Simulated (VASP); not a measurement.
# Ga2SeS3 (P4/mmm) in VASP: further runs, part 2 of 2

VASP 6.6.1. The steps go on from the part before.

## (4) Relaxation of cell and atoms, PBE

This run uses another cell than the first one, of 28.04 Å³/atom, 0.997 times its volume.

Contents of INCAR:

```
ALGO     = Normal         # electronic algorithm
EDIFF    = 1E-6           # SCF threshold, eV
EDIFFG   = -0.04          # ionic threshold
ENCUT    = 600            # plane-wave cutoff, eV
GGA      = PE             # functional
IBRION   = 2              # ionic algorithm
ISIF     = 3              # what is computed and relaxed
ISMEAR   = 0              # smearing method
LASPH    = True           # aspherical terms in the spheres
LCHARG   = False          # write CHGCAR
LREAL    = False          # projectors in reciprocal space
LWAVE    = False          # write WAVECAR
NELM     = 80             # most SCF steps
NSW      = 90             # ionic steps
PREC     = Accurate       # precision mode
SIGMA    = 0.1            # smearing width, eV
```

Contents of KPOINTS:

```
k-points
0
Gamma
  4 4 4
```

Contents of POSCAR:

```
Ga2SeS3
1.0
    4.7603342424      0.0000000000      0.0000000000
    0.0000000000      4.7603342424      0.0000000000
    0.0000000000      0.0000000000      7.4233474047
Ga Se S
2 1 3
Direct
    0.5000000000      0.5000000000      0.6847100812
    0.5000000000      0.5000000000      0.3152899188
    0.5000000000      0.5000000000      0.0000000000
    0.5000000000      0.0000000000      0.5000000000
    0.0000000000      0.5000000000      0.5000000000
    0.0000000000      0.0000000000      0.5000000000
```

Potentials or basis: VASP PAW PBE potentials, release 64 (Ga_d, Se, S).

Started as:

```console
cat potpaw_PBE.64/Ga_d/POTCAR potpaw_PBE.64/Se/POTCAR potpaw_PBE.64/S/POTCAR > POTCAR
mpirun -np 1 vasp_std > vasp.out
```

OUTCAR:

```text
EDIFF = 1E-6
   EDIFFG = -0.04
   ENCUT = 600
   GGA = PE
   IBRION = 2
   ISIF = 3
   ISMEAR = 0
   LASPH = True
   LREAL = False
   NELM = 80
   NSW = 90
   PREC = Accurate

 ion  position               nearest neighbor table
   1  0.500  0.500  0.685-   3 2.34   2 2.74   4 2.75   5 2.75   4 2.75   5 2.75
   2  0.500  0.500  0.315-   3 2.34   1 2.74   4 2.75   5 2.75   4 2.75   5 2.75
   3  0.500  0.500  0.000-   1 2.34   2 2.34
   4  0.500  0.000  0.500-   6 2.38   6 2.38   1 2.75   1 2.75   2 2.75   2 2.75
   5  0.000  0.500  0.500-   6 2.38   6 2.38   1 2.75   2 2.75   1 2.75   2 2.75
   6  0.000  0.000  0.500-   4 2.38   5 2.38   5 2.38   4 2.38

  LATTYP: Found a simple tetragonal cell.
 ALAT       =     4.7603342424
 C/A-ratio  =     1.5594172650

  Lattice vectors:

 A1 = (   4.7603342424,   0.0000000000,   0.0000000000)
 A2 = (   0.0000000000,   4.7603342424,   0.0000000000)
 A3 = (   0.0000000000,   0.0000000000,   7.4233474047)

Analysis of symmetry for initial positions (statically):
=====================================================================
 Subroutine PRICEL returns:
 Original cell was already a primitive cell.

 Routine SETGRP: Setting up the symmetry group for a
 simple tetragonal supercell.

 Subroutine GETGRP returns: Found 16 space group operations
 (whereof 16 operations were pure point group operations)
 out of a pool of 16 trial point group operations.

The static configuration has the point symmetry D_4h.

Analysis of symmetry for dynamics (positions and initial velocities):
=====================================================================
 Subroutine PRICEL returns:
 Original cell was already a primitive cell.

 Routine SETGRP: Setting up the symmetry group for a
 simple tetragonal supercell.

 Subroutine GETGRP returns: Found 16 space group operations
 (whereof 16 operations were pure point group operations)
 out of a pool of 16 trial point group operations.

The dynamic configuration has the point symmetry D_4h.

 Subroutine INISYM returns: Found 16 space group operations
[... 108 lines left out ...]
   PSTRESS=    0.0 pullay stress
   NELECT =      50.0000    total number of electrons
   NUPDOWN=      -1.0000    fix difference up-down
   EMIN   =  10.00;   EMAX   =-10.00  energy-range for DOS
   EFERMI =   0.00;   METHOD = LEGACY
   ISMEAR =     0;   SIGMA  =   0.10  broadening in eV -4-tet -1-fermi 0-gaus
   EFERMI_NEDOS =   21; number of points for ismear=-14 and -15
   IALGO  =     38    algorithm
   IMIX   =      4    mixing-type and parameters
     AMIX     =   0.40;   BMIX     =  1.00
     AMIX_MAG =   1.60;   BMIX_MAG =  1.00
  volume/ion in A,a.u.               =      28.04       189.20
  Fermi-wavevector in a.u.,A,eV,Ry     =   1.092547  2.064614 16.240702  1.193658
  Thomas-Fermi vector in A             =   2.228814
   LORBIT       =      0    0 simple, 1 ext, 2 COOP (PROOUT), +10 PAW based schemes
   GGA     = PE    functional components
   LHFCALC =     F    Hartree Fock is set to
   AEXX    =    0.0000 exact exchange contribution
   IVDW    =     0    specifies the selected vdW correction
   LEPSILON=     F    determine dielectric tensor
   LRPA    =     F    only Hartree local field effects (RPA)
 conjugate gradient relaxation of ions
 non-spin polarized calculation
 Gauss-broadening in eV      SIGMA  =   0.10
  energy-cutoff  :      600.00
  volume of cell :      168.22
 maximum number of plane-waves:      5686
 NGX is ok and might be reduce to    40
   NGX = 19   NGY = 19   NGZ = 29

--------------------------------------- Ionic step        1  -------------------------------------------

 number of electron      50.0000009 magnetization

 Free energy of the ion-electron system (eV)
  ---------------------------------------------------
  ext. energy  EPLUGINS =         0.00000000
  ---------------------------------------------------
  free energy    TOTEN  =       -21.14984046 eV

  energy without entropy =      -21.13503183  energy(sigma->0) =      -21.14243615

------------------------ aborting loop because EDIFF is reached ----------------------------------------

  FORCE on cell =-STRESS in cart. coord.  units (eV):
  Direction    XX          YY          ZZ          XY          YZ          ZX
  --------------------------------------------------------------------------------------
  -------------------------------------------------------------------------------------
  Total       -0.4174025     -0.4174025      0.9164799      0.0000000      0.0000000      0.0000000
  in kB       -3.9754928     -3.9754928      8.7288867      0.0000000      0.0000000      0.0000000
  external PRESSURE =       0.2593003 kB  Pullay stress =       0.0000000 kB
[... 107 lines left out ...]
--------------------------------------- Ionic step        4  -------------------------------------------

 number of electron      49.9999996 magnetization

 Free energy of the ion-electron system (eV)
  ---------------------------------------------------
  ext. energy  EPLUGINS =         0.00000000
  ---------------------------------------------------
  free energy    TOTEN  =       -21.16309933 eV

  energy without entropy =      -21.15469017  energy(sigma->0) =      -21.15889475

 E-fermi :   1.4259     XC(G=0):  -8.0397

 val. band max:        1.3823425853   @ k =   0.5000   0.0000   0.5000
 cond. band min:       1.4732568524   @ k =   0.0000   0.0000   0.0000
 fundamental gap:      0.0909142671
 Fermi energy:         1.4258701560

 k-point     1 :       0.0000    0.0000    0.0000
  band No.  band energies     occupation
      1     -14.1131      2.00000
      2     -13.4853      2.00000
      3     -13.3030      2.00000
      4     -13.2819      2.00000
      5     -13.2819      2.00000
      6     -13.2334      2.00000
[... 616 lines left out ...]
  FREE ENERGIE OF THE ION-ELECTRON SYSTEM (eV)
  ---------------------------------------------------
  free  energy   TOTEN  =       -21.1630993290 eV

  energy  without entropy=      -21.1546901739  energy(sigma->0) =      -21.15889475

 reached required accuracy - stopping structural energy minimisation
```

OSZICAR:

```text
N       E                     dE             d eps       ncg     rms          rms(c)
DAV:   1     0.476977716814E+03    0.47698E+03   -0.24310E+04  1110   0.215E+03
DAV:   2     0.506238235263E+02   -0.42635E+03   -0.41256E+03  1264   0.541E+02
DAV:   3    -0.171511126375E+02   -0.67775E+02   -0.65170E+02  1274   0.160E+02
[... 43 lines left out ...]
DAV:   2    -0.211634049925E+02   -0.20590E-02   -0.33595E-02  1590   0.143E+00    0.186E-01
DAV:   3    -0.211632575742E+02    0.14742E-03   -0.12351E-03  1608   0.249E-01    0.125E-01
DAV:   4    -0.211630948462E+02    0.16273E-03   -0.24864E-04  1562   0.174E-01    0.256E-02
DAV:   5    -0.211630985959E+02   -0.37498E-05   -0.86932E-05  1156   0.657E-02    0.139E-02
DAV:   6    -0.211630993290E+02   -0.73307E-06   -0.53339E-06  1272   0.150E-02
   4 F= -.21163099E+02 E0= -.21158895E+02  d E =-.243658E-02
```

Wall time 3.9 min (1 thread of Intel Xeon Platinum 8488C (Sapphire Rapids), shared host); peak memory 0.37 GiB.

What came out:

- Free energy: -21.1631 eV
- Relaxed volume: 28.03 Å³/atom
- Relaxed cell: a = 4.723 Å, b = 4.723 Å, c = 7.538 Å, α = 90.00°, β = 90.00°, γ = 90.00°
- Space group after relaxing (to 0.05 Å): P4/mmm (No. 123)
- Energy gained by relaxing: 2.2 meV/atom
- Ionic steps: 4
- Pressure after relaxing: 0.1 GPa
- Largest force after relaxing: 0.020 eV/Å
- Band gap on the k mesh: zero (band 25 reaches 1.73 eV, above the bottom of band 26 at 0.73 eV)

Forces on the atoms (eV/Å):
```
Ga   0.000  0.000  0.020
Ga   0.000  0.000 -0.020
Se   0.000  0.000  0.000
S    0.000  0.000  0.000
S    0.000  0.000  0.000
S    0.000  0.000  0.000
```

The path:
```tsv
step	energy change (eV)	largest force (eV/Å)	pressure (GPa)	volume (Å³)
1	0.0000	0.1213	0.03	168.22
2	-0.0081	0.1543	-0.02	168.32
3	-0.0108	0.1792	-0.06	168.42
4	-0.0133	0.0198	0.07	168.15
```

Final structure:
```
CELL_PARAMETERS angstrom
4.72306 0.00000 0.00000
0.00000 4.72306 0.00000
0.00000 0.00000 7.53803
ATOMIC_POSITIONS crystal
Ga 0.50000 0.50000 0.68802
Ga 0.50000 0.50000 0.31198
Se 0.50000 0.50000 0.00000
S 0.50000 0.00000 0.50000
S 0.00000 0.50000 0.50000
S 0.00000 0.00000 0.50000
```

## (5) Single point, PBE

This run uses another cell than the first one, of 28.33 Å³/atom, 1.008 times its volume.

Contents of INCAR:

```
SYSTEM = Ga2SeS3
  PREC = Accurate
  ENCUT = 520
  EDIFF = 1E-7
  ISMEAR = 0
  SIGMA = 0.1
  LREAL = .FALSE.
  LASPH = .TRUE.
  NELM = 60
  ALGO = Normal
  ISIF = 2
  LWAVE = .FALSE.
  LCHARG = .FALSE.
  GGA = PE
  NBANDS = 34
```

Contents of KPOINTS:

```
Automatic mesh
0
G
  8 8 6
  0 0 0
```

Contents of POSCAR:

```
Ga2SeS3
1.0
    4.7260066768      0.0000000000      0.0000000000
    0.0000000000      4.7260066768      0.0000000000
    0.0000000000      0.0000000000      7.6102793633
Ga Se S
2 1 3
Direct
    0.5000000000      0.5000000000      0.6904299808
    0.5000000000      0.5000000000      0.3095700192
    0.5000000000      0.5000000000      0.0000000000
    0.5000000000      0.0000000000      0.5000000000
    0.0000000000      0.5000000000      0.5000000000
    0.0000000000      0.0000000000      0.5000000000
```

Potentials or basis: VASP PAW PBE potentials, release 64 (Ga_d, Se, S).

Started as:

```console
cat potpaw_PBE.64/Ga_d/POTCAR potpaw_PBE.64/Se/POTCAR potpaw_PBE.64/S/POTCAR > POTCAR
mpirun -np 1 vasp_std > vasp.out
```

OUTCAR:

```text
SYSTEM = Ga2SeS3
   PREC = Accurate
   ENCUT = 520
   EDIFF = 1E-7
   ISMEAR = 0
   LREAL = .FALSE.
   LASPH = .TRUE.
   NELM = 60
   ISIF = 2
   GGA = PE

 ion  position               nearest neighbor table
   1  0.500  0.500  0.690-   3 2.36   4 2.77   5 2.77   4 2.77   5 2.77   2 2.90
   2  0.500  0.500  0.310-   3 2.36   4 2.77   5 2.77   4 2.77   5 2.77   1 2.90
   3  0.500  0.500  0.000-   1 2.36   2 2.36
   4  0.500  0.000  0.500-   6 2.36   6 2.36   1 2.77   1 2.77   2 2.77   2 2.77
   5  0.000  0.500  0.500-   6 2.36   6 2.36   1 2.77   2 2.77   1 2.77   2 2.77
   6  0.000  0.000  0.500-   4 2.36   5 2.36   5 2.36   4 2.36

  LATTYP: Found a simple tetragonal cell.
 ALAT       =     4.7260066768
 C/A-ratio  =     1.6102980558

  Lattice vectors:

 A1 = (   4.7260066768,   0.0000000000,   0.0000000000)
 A2 = (   0.0000000000,   4.7260066768,   0.0000000000)
 A3 = (   0.0000000000,   0.0000000000,   7.6102793633)

Analysis of symmetry for initial positions (statically):
=====================================================================
 Subroutine PRICEL returns:
 Original cell was already a primitive cell.

 Routine SETGRP: Setting up the symmetry group for a
 simple tetragonal supercell.

 Subroutine GETGRP returns: Found 16 space group operations
 (whereof 16 operations were pure point group operations)
 out of a pool of 16 trial point group operations.

The static configuration has the point symmetry D_4h.

Analysis of symmetry for dynamics (positions and initial velocities):
=====================================================================
 Subroutine PRICEL returns:
 Original cell was already a primitive cell.

 Routine SETGRP: Setting up the symmetry group for a
 simple tetragonal supercell.

 Subroutine GETGRP returns: Found 16 space group operations
[... 125 lines left out ...]
   EFERMI =   0.00;   METHOD = LEGACY
   ISMEAR =     0;   SIGMA  =   0.10  broadening in eV -4-tet -1-fermi 0-gaus
   EFERMI_NEDOS =   21; number of points for ismear=-14 and -15
   IALGO  =     38    algorithm
   IMIX   =      4    mixing-type and parameters
     AMIX     =   0.40;   BMIX     =  1.00
     AMIX_MAG =   1.60;   BMIX_MAG =  1.00
  volume/ion in A,a.u.               =      28.33       191.18
  Fermi-wavevector in a.u.,A,eV,Ry     =   1.088767  2.057472 16.128541  1.185414
  Thomas-Fermi vector in A             =   2.224956
   LORBIT       =      0    0 simple, 1 ext, 2 COOP (PROOUT), +10 PAW based schemes
   GGA     = PE    functional components
   LHFCALC =     F    Hartree Fock is set to
   AEXX    =    0.0000 exact exchange contribution
   IVDW    =     0    specifies the selected vdW correction
   LEPSILON=     F    determine dielectric tensor
   LRPA    =     F    only Hartree local field effects (RPA)
 non-spin polarized calculation
 Gauss-broadening in eV      SIGMA  =   0.10
  energy-cutoff  :      520.00
  volume of cell :      169.98
 maximum number of plane-waves:      4596
 NGX is ok and might be reduce to    36
   NGX = 17   NGY = 17   NGZ = 29

 number of electron      49.9999983 magnetization

 Free energy of the ion-electron system (eV)
  ---------------------------------------------------
  ext. energy  EPLUGINS =         0.00000000
  ---------------------------------------------------
  free energy    TOTEN  =       -21.11208144 eV

  energy without entropy =      -21.10096221  energy(sigma->0) =      -21.10652183

 E-fermi :   1.4824     XC(G=0):  -7.9995

 val. band max:        1.4801271322   @ k =   0.3750   0.2500   0.0000
 cond. band min:       1.5442510515   @ k =   0.2500   0.0000   0.3333
 fundamental gap:      0.0641239194
 Fermi energy:         1.4824221100

 k-point     1 :       0.0000    0.0000    0.0000
  band No.  band energies     occupation
      1     -14.3228      2.00000
      2     -13.4028      2.00000
      3     -13.2434      2.00000
      4     -13.2107      2.00000
      5     -13.2107      2.00000
      6     -13.1748      2.00000
[... 877 lines left out ...]
     33       7.4820      0.00000
     34       8.1091      0.00000

 [... further k-points ...]
[... 5 lines left out ...]
  --------------------------------------------------------------------------------------
  -------------------------------------------------------------------------------------
  Total       -0.0479917     -0.0479917      0.0748138      0.0000000      0.0000000      0.0000000
  in kB       -0.4523638     -0.4523638      0.7051846      0.0000000      0.0000000      0.0000000
  external PRESSURE =      -0.0665144 kB  Pullay stress =       0.0000000 kB

 VOLUME and BASIS-vectors are now :
 -----------------------------------------------------------------------------
  energy-cutoff  :      520.00
  volume of cell :      169.98
      direct lattice vectors                 reciprocal lattice vectors
     4.726006677  0.000000000  0.000000000     0.211595131  0.000000000  0.000000000
     0.000000000  4.726006677  0.000000000     0.000000000  0.211595131  0.000000000
     0.000000000  0.000000000  7.610279363     0.000000000  0.000000000  0.131401221

 POSITION                                       TOTAL-FORCE (eV/Angst)
 -----------------------------------------------------------------------------------
      2.36300      2.36300      5.25437         0.000000      0.000000     -0.007226
      2.36300      2.36300      2.35591         0.000000     -0.000000      0.007226
      2.36300      2.36300      0.00000         0.000000      0.000000      0.000000
      2.36300      0.00000      3.80514         0.000000      0.000000      0.000000
      0.00000      2.36300      3.80514         0.000000      0.000000      0.000000
      0.00000      0.00000      3.80514         0.000000      0.000000      0.000000
 -----------------------------------------------------------------------------------
    total drift:                                0.000000      0.000000      0.000000

  FREE ENERGIE OF THE ION-ELECTRON SYSTEM (eV)
  ---------------------------------------------------
  free  energy   TOTEN  =       -21.1120814406 eV

  energy  without entropy=      -21.1009622094  energy(sigma->0) =      -21.10652183
```

Wall time 3.6 min (1 thread of Intel Xeon Platinum 8488C (Sapphire Rapids), shared host); peak memory 0.46 GiB.

Results:

```
Free energy            : -21.1121 eV
Pressure               : 0.0 GPa
Largest force          : 0.007 eV/Å
Band gap on the k mesh : zero (band 25 reaches 1.74 eV, above the bottom of band 26 at 0.62 eV)
```

Forces in eV/Å, atoms in the order of the input:
```
Ga   0.000  0.000 -0.007
Ga   0.000  0.000  0.007
Se   0.000  0.000  0.000
S    0.000  0.000  0.000
S    0.000  0.000  0.000
S    0.000  0.000  0.000
```

Stress tensor (GPa, compression positive):
```
-0.05  0.00  0.00
 0.00 -0.05  0.00
 0.00  0.00  0.07
```

## (6) Summary

```csv
task,cell,k mesh,cutoff (eV),gap on the mesh (eV),pressure (GPa),relaxed volume (Å³/atom),largest force (eV/Å)
single point,"a = 4.745, b = 4.745, c = 7.489 Å, 6 atoms",4 × 4 × 4,520,none,-0.1,-,0.01
relaxation of cell and atoms,"relaxed from a = 4.196, b = 4.196, c = 8.947 Å, 6 atoms",4 × 4 × 2,600,none,0.1,28.07,0.01
relaxation of cell and atoms,"relaxed from a = 4.760, b = 4.760, c = 7.423 Å, 6 atoms",4 × 4 × 4,600,none,0.1,28.03,0.02
single point,"a = 4.726, b = 4.726, c = 7.610 Å, 6 atoms",8 × 8 × 6,520,none,0.0,-,0.01
```

Alike in all rows: level PBE; potentials or basis VASP PAW PBE potentials, release 64 (Ga_d, Se, S); no spin polarisation; smearing gaussian 0.1 eV.

Caveats: some runs use coarse meshes.

Total energies depend on the potentials used, so only differences within one code and one set of settings carry meaning.
